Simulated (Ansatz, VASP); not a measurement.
**In: VASP beside Ansatz**

```
In
1.0
     0.00000    2.36023    2.36023
     2.36023    0.00000    2.36023
     2.36023    2.36023    0.00000
In
1
Direct
  0.00000 0.00000 0.00000
```

Alike in both runs: task single point; functional r2SCAN; k mesh 16 × 16 × 16; occupations gaussian, width 0.05 eV; no spin polarisation.

```csv
,VASP,Ansatz
version,VASP 6.6.1,Ansatz 0.2.0
potentials or method,"VASP PAW PBE potentials, release 64 (In_d), cutoff 550 eV","scalar-relativistic, plane waves, PAW"
valence electrons in the cell,13,13
```

```csv
,VASP,Ansatz,Ansatz less VASP
gap on the k mesh at the Fermi level (eV),none,none,-
pressure (GPa),0.1,0.0,-0.03
```

VASP's potentials were made for PBE, not for r2SCAN. A gap of «none» marks a metal or a gap that the smearing closes.
